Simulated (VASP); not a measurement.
# Rb (Im-3m) in VASP: notebook

Runs on Rb. Level: r2SCAN. Tasks: single point.

Everything below comes from runs of VASP 6.6.1. Logs are shortened: lines on timing, memory, paths and dates and some standing lists are left out, and cuts for length are marked.

## (1) The cell of the first run

Symmetry: Im-3m, No. 229, cubic system. The conventional cell has a = 5.735 Å, b = 5.735 Å, c = 5.735 Å, α = 90.00°, β = 90.00°, γ = 90.00°.

## (2) Single point, r2SCAN

POSCAR reads:

```
Rb
1.0
   -2.8677202310      2.8677202310      2.8677202310
    2.8677202310     -2.8677202310      2.8677202310
    2.8677202310      2.8677202310     -2.8677202310
Rb
1
Direct
    0.0000000000      0.0000000000      0.0000000000
```

INCAR.step1 reads:

```
SYSTEM = Rb
PREC     = Accurate       ! precision mode
ENCUT    = 520            ! plane-wave cutoff, eV
ISMEAR   = 0              ! smearing method
SIGMA    = 0.1            ! smearing width, eV
LREAL    = .False.        ! projectors in reciprocal space
LASPH    = .True.         ! aspherical terms in the spheres
NELM     = 100            ! most SCF steps
NBANDS   = 10             ! bands
GGA      = PE             ! functional
ALGO     = Normal         ! electronic algorithm
EDIFF    = 1E-4           ! SCF threshold, eV
LWAVE    = .True.         ! write WAVECAR
LCHARG   = .False.        ! write CHGCAR
```

INCAR.step2 reads:

```
SYSTEM = Rb
PREC     = Accurate       ! precision mode
ENCUT    = 520            ! plane-wave cutoff, eV
EDIFF    = 1E-6           ! SCF threshold, eV
ISMEAR   = 0              ! smearing method
SIGMA    = 0.1            ! smearing width, eV
LREAL    = .False.        ! projectors in reciprocal space
LASPH    = .True.         ! aspherical terms in the spheres
NELM     = 100            ! most SCF steps
ALGO     = Normal         ! electronic algorithm
ISIF     = 2              ! what is computed and relaxed
LWAVE    = .False.        ! write WAVECAR
LCHARG   = .True.         ! write CHGCAR
METAGGA  = R2SCAN         ! meta-GGA
LMIXTAU  = .True.       
LELF     = .True.         ! ELF
LVHAR    = .True.       
NBANDS   = 10             ! bands
ISTART   = 1
```

KPOINTS reads:

```
regular mesh
0
Gamma
  8 8 8
  0 0 0
```

Potentials or basis: VASP PAW PBE potentials, release 64 (Rb_sv).

Command:

```
cat potpaw_PBE.64/Rb_sv/POTCAR > POTCAR
cp INCAR.step1 INCAR
mpirun -np 1 vasp_std > vasp.out
cp INCAR.step2 INCAR
mpirun -np 1 vasp_std > vasp.out
```

OUTCAR:

```text
SYSTEM = Rb
   PREC = Accurate
   ENCUT = 520
   EDIFF = 1E-6
   ISMEAR = 0
   LREAL = .False.
   LASPH = .True.
   NELM = 100
   ISIF = 2
   METAGGA = R2SCAN
   ISTART = 1

 ion  position               nearest neighbor table
   1  0.000  0.000  0.000-

  LATTYP: Found a body centered cubic cell.
 ALAT       =     5.7354404620

  Lattice vectors:

 A1 = (  -2.8677202310,   2.8677202310,   2.8677202310)
 A2 = (   2.8677202310,  -2.8677202310,   2.8677202310)
 A3 = (   2.8677202310,   2.8677202310,  -2.8677202310)

Analysis of symmetry for initial positions (statically):
=====================================================================
 Subroutine PRICEL returns:
 Original cell was already a primitive cell.

 Routine SETGRP: Setting up the symmetry group for a
 body centered cubic supercell.

 Subroutine GETGRP returns: Found 48 space group operations
 (whereof 48 operations were pure point group operations)
 out of a pool of 48 trial point group operations.

The static configuration has the point symmetry O_h .

Analysis of symmetry for dynamics (positions and initial velocities):
=====================================================================
 Subroutine PRICEL returns:
 Original cell was already a primitive cell.

 Routine SETGRP: Setting up the symmetry group for a
 body centered cubic supercell.

 Subroutine GETGRP returns: Found 48 space group operations
 (whereof 48 operations were pure point group operations)
 out of a pool of 48 trial point group operations.

The dynamic configuration has the point symmetry O_h .

 Subroutine INISYM returns: Found 48 space group operations
 (whereof 48 operations are pure point group operations),
 and found     1 'primitive' translations

----------------------------------------------------------------------------------------

                                     Primitive cell

  volume of cell :      94.3345

  direct lattice vectors                    reciprocal lattice vectors
    -2.867720231  2.867720231  2.867720231     0.000000000  0.174354525  0.174354525
     2.867720231 -2.867720231  2.867720231     0.174354525  0.000000000  0.174354525
     2.867720231  2.867720231 -2.867720231     0.174354525  0.174354525  0.000000000

  length of vectors
     4.967037142  4.967037142  4.967037142     0.246574535  0.246574535  0.246574535

  position of ions in fractional coordinates (direct lattice)
     0.000000000  0.000000000  0.000000000

  ion indices of the primitive-cell ions
   primitive index   ion index
                 1           1

----------------------------------------------------------------------------------------

 KPOINTS: regular mesh

Automatic generation of k-mesh.
 Grid dimensions read from file:
 generate k-points for:    8    8    8

 Generating k-lattice:

  Cartesian coordinates                     Fractional coordinates (reciprocal lattice)
     0.000000000  0.021794316  0.021794316     0.125000000  0.000000000  0.000000000
     0.021794316  0.000000000  0.021794316     0.000000000  0.125000000  0.000000000
     0.021794316  0.021794316  0.000000000     0.000000000  0.000000000  0.125000000

  Length of vectors
     0.030821817  0.030821817  0.030821817

  Shift w.r.t. Gamma in fractional coordinates (k-lattice)
     0.000000000  0.000000000  0.000000000

 Subroutine IBZKPT returns following result:
 ===========================================

 Found     29 irreducible k-points:

 Following reciprocal coordinates:
            Coordinates               Weight
  0.000000  0.000000  0.000000      1.000000
  0.125000  0.000000  0.000000     12.000000
  0.250000  0.000000  0.000000     12.000000
  0.375000  0.000000  0.000000     12.000000
  0.500000  0.000000  0.000000      6.000000
  0.125000  0.125000  0.000000     24.000000
[... 16 lines left out ...]
 -0.250000  0.250000  0.250000      6.000000
 -0.375000  0.375000  0.250000     24.000000
 [... further k-points ...]
   k-points           NKPTS =     29   k-points in BZ     NKDIM =     29   number of bands    NBANDS=     10
   number of dos      NEDOS =    301   number of ions     NIONS =      1
   total plane-waves  NPLWV =  64000
   dimension x,y,z NGX =    40 NGY =   40 NGZ =   40
   dimension x,y,z NGXF=    80 NGYF=   80 NGZF=   80
   ions per type =               1
   NGX,Y,Z   is equivalent  to a cutoff of  13.39, 13.39, 13.39 a.u.
   NGXF,Y,Z  is equivalent  to a cutoff of  26.78, 26.78, 26.78 a.u.
 SYSTEM =  Rb
   PREC   = accura    normal or accurate (medium, high low for compatibility)
   ISTART =      1    job   : 0-new  1-cont  2-samecut
   ICHARG =      0    charge: 1-file 2-atom 10-const
   ISPIN  =      1    spin polarized calculation?
   LNONCOLLINEAR =      F non collinear calculations
   LSORBIT =      F    spin-orbit coupling
   LASPH  =      T    aspherical Exc in radial PAW
   ENCUT  =  520.0 eV  38.22 Ry    6.18 a.u.   9.24  9.24  9.24*2*pi/ulx,y,z
   NELM   =    100;   NELMIN=  2; NELMDL=  0     # of ELM steps
   EDIFF  = 0.1E-05   stopping-criterion for ELM
   LREAL  =      F    real-space projection
   EDIFFG = 0.1E-04   stopping-criterion for IOM
   NSW    =      0    number of steps for IOM
   IBRION =     -1    ionic relax: 0-MD 1-quasi-New 2-CG
   NFREE  =      0    steps in history (QN), initial steepest desc. (CG)
   ISIF   =      2    stress and relaxation
   ISYM   =      2    0-nonsym 1-usesym 2-fastsym
   POTIM  = 0.5000    time-step for ionic-motion
   TEBEG  =    0.0;   TEEND  =   0.0 temperature during run
   PSTRESS=    0.0 pullay stress
   NELECT =       9.0000    total number of electrons
   NUPDOWN=      -1.0000    fix difference up-down
   EMIN   =  10.00;   EMAX   =-10.00  energy-range for DOS
   EFERMI =   0.00;   METHOD = LEGACY
   ISMEAR =     0;   SIGMA  =   0.10  broadening in eV -4-tet -1-fermi 0-gaus
   EFERMI_NEDOS =   21; number of points for ismear=-14 and -15
   IALGO  =     38    algorithm
   IMIX   =      4    mixing-type and parameters
     AMIX     =   0.40;   BMIX     =  1.00
     AMIX_MAG =   1.60;   BMIX_MAG =  1.00
  volume/ion in A,a.u.               =      94.33       636.60
  Fermi-wavevector in a.u.,A,eV,Ry     =   0.748053  1.413615  7.613588  0.559583
  Thomas-Fermi vector in A             =   1.844251
   LORBIT       =      0    0 simple, 1 ext, 2 COOP (PROOUT), +10 PAW based schemes
   METAGGA = R2SCAN    functional components
   LHFCALC =     F    Hartree Fock is set to
   AEXX    =    0.0000 exact exchange contribution
   IVDW    =     0    specifies the selected vdW correction
   LEPSILON=     F    determine dielectric tensor
   LRPA    =     F    only Hartree local field effects (RPA)
 non-spin polarized calculation
 Gauss-broadening in eV      SIGMA  =   0.10
  energy-cutoff  :      520.00
  volume of cell :       94.33
 maximum number of plane-waves:      2556
 NGX is ok and might be reduce to    40
   NGX = 19   NGY = 19   NGZ = 19

 number of electron       9.0000000 magnetization

 Free energy of the ion-electron system (eV)
  ---------------------------------------------------
  ext. energy  EPLUGINS =         0.00000000
  ---------------------------------------------------
  free energy    TOTEN  =       -13.91577550 eV

  energy without entropy =      -13.90887601  energy(sigma->0) =      -13.91232575

 E-fermi :   0.0261     XC(G=0):  -5.6343

 val. band max:       -0.0318038839   @ k =   0.2500   0.2500   0.0000
 cond. band min:       0.0942143629   @ k =  -0.3750   0.3750   0.2500
 fundamental gap:      0.1260182468
 Fermi energy:         0.0261356688

 k-point     1 :       0.0000    0.0000    0.0000
  band No.  band energies     occupation
      1     -30.1073      2.00000
      2     -13.5996      2.00000
      3     -13.5996      2.00000
      4     -13.5996      2.00000
      5      -2.0551      2.00000
      6       4.0693      0.00000
      7       4.0693      0.00000
      8       4.0693      0.00000
      9       5.0264      0.00000
     10       5.0264      0.00000

 k-point     2 :       0.1250    0.0000    0.0000
  band No.  band energies     occupation
      1     -30.1067      2.00000
      2     -13.6126      2.00000
      3     -13.6038      2.00000
      4     -13.5997      2.00000
      5      -1.8664      2.00000
      6       3.6813      0.00000
      7       3.7954      0.00000
      8       4.2397      0.00000
      9       4.7469      0.00000
     10       4.9383      0.00000

 k-point     3 :       0.2500    0.0000    0.0000
  band No.  band energies     occupation
      1     -30.1053      2.00000
      2     -13.6436      2.00000
      3     -13.6138      2.00000
      4     -13.5997      2.00000
      5      -1.3242      2.00000
      6       2.6551      0.00000
      7       3.3230      0.00000
      8       4.7391      0.00000
      9       4.8459      0.00000
     10       4.8826      0.00000

 k-point     4 :       0.3750    0.0000    0.0000
  band No.  band energies     occupation
      1     -30.1040      2.00000
      2     -13.6739      2.00000
      3     -13.6238      2.00000
      4     -13.5998      2.00000
      5      -0.5016      2.00000
      6       1.5876      0.00000
      7       2.9770      0.00000
      8       4.8521      0.00000
      9       5.0591      0.00000
     10       5.5299      0.00000

 k-point     5 :       0.5000    0.0000    0.0000
  band No.  band energies     occupation
      1     -30.1034      2.00000
      2     -13.6863      2.00000
      3     -13.6280      2.00000
      4     -13.5998      2.00000
      5       0.3483      0.00001
      6       0.6818      0.00000
      7       2.8548      0.00000
      8       4.7109      0.00000
      9       5.4137      0.00000
     10       5.6901      0.00000

 k-point     6 :       0.1250    0.1250    0.0000
  band No.  band energies     occupation
      1     -30.1057      2.00000
      2     -13.6338      2.00000
      3     -13.6086      2.00000
      4     -13.6027      2.00000
      5      -1.5005      2.00000
      6       3.0684      0.00000
      7       3.3105      0.00000
      8       4.5374      0.00000
      9       4.5673      0.00000
     10       5.2076      0.00000
[... 183 lines left out ...]
 k-point    21 :      -0.3750   -0.3750    0.1250
  band No.  band energies     occupation
      1     -30.1023      2.00000
      2     -13.6622      2.00000
      3     -13.6622      2.00000
      4     -13.6165      2.00000
      5       1.1070      0.00000
      6       1.1070      0.00000
      7       1.7016      0.00000
      8       4.5771      0.00000
      9       4.5771      0.00000
     10       5.1703      0.00000

 k-point    22 :       0.2500    0.2500    0.2500
  band No.  band energies     occupation
      1     -30.1032      2.00000
      2     -13.6420      2.00000
      3     -13.6420      2.00000
      4     -13.6420      2.00000
      5       1.3224      0.00000
      6       1.3224      0.00000
      7       1.3224      0.00000
      8       3.0659      0.00000
      9       5.8081      0.00000
     10       5.8081      0.00000

 k-point    23 :      -0.2500    0.2500    0.2500
  band No.  band energies     occupation
      1     -30.1036      2.00000
      2     -13.6449      2.00000
      3     -13.6292      2.00000
      4     -13.6292      2.00000
      5      -0.6521      2.00000
      6       2.4929      0.00000
      7       3.2981      0.00000
      8       3.2981      0.00000
      9       4.8660      0.00000
     10       4.9732      0.00000

 k-point    24 :      -0.3750    0.3750    0.2500
  band No.  band energies     occupation
      1     -30.1024      2.00000
      2     -13.6639      2.00000
      3     -13.6400      2.00000
      4     -13.6315      2.00000
      5       0.0942      0.33566
      6       1.7889      0.00000
      7       3.1766      0.00000
      8       3.1880      0.00000
      9       4.3777      0.00000
     10       5.5774      0.00000

 [... further k-points ...]

------------------------ aborting loop because EDIFF is reached ----------------------------------------

  FORCE on cell =-STRESS in cart. coord.  units (eV):
  Direction    XX          YY          ZZ          XY          YZ          ZX
  --------------------------------------------------------------------------------------
  -------------------------------------------------------------------------------------
  Total        0.0159837      0.0159837      0.0159837      0.0000000     -0.0000000      0.0000000
  in kB        0.2714673      0.2714673      0.2714673      0.0000000     -0.0000000      0.0000000
  external PRESSURE =       0.2714673 kB  Pullay stress =       0.0000000 kB

 VOLUME and BASIS-vectors are now :
 -----------------------------------------------------------------------------
  energy-cutoff  :      520.00
  volume of cell :       94.33
      direct lattice vectors                 reciprocal lattice vectors
    -2.867720231  2.867720231  2.867720231     0.000000000  0.174354525  0.174354525
     2.867720231 -2.867720231  2.867720231     0.174354525  0.000000000  0.174354525
     2.867720231  2.867720231 -2.867720231     0.174354525  0.174354525  0.000000000

 POSITION                                       TOTAL-FORCE (eV/Angst)
 -----------------------------------------------------------------------------------
      0.00000      0.00000      0.00000        -0.000000     -0.000000      0.000000
 -----------------------------------------------------------------------------------
    total drift:                                0.000000      0.000000     -0.000000

  FREE ENERGIE OF THE ION-ELECTRON SYSTEM (eV)
  ---------------------------------------------------
  free  energy   TOTEN  =       -13.9157754952 eV

  energy  without entropy=      -13.9088760085  energy(sigma->0) =      -13.91232575
```

It took 58 s on 1 thread of Intel Xeon 6975P-C (Granite Rapids), shared host; peak memory 0.25 GiB.

What came out:

```
Free energy            : -13.9158 eV
Pressure               : 0.0 GPa
Band gap on the k mesh : zero (an odd number of electrons rules out a gap without spin polarisation)
```

Caveat: the PAW data sets were made with another functional, which shifts forces and pressure a little.

(Part 1 of 3 ends here.)

The gap in the log of VASP goes by the Fermi energy; the results here count the filled bands.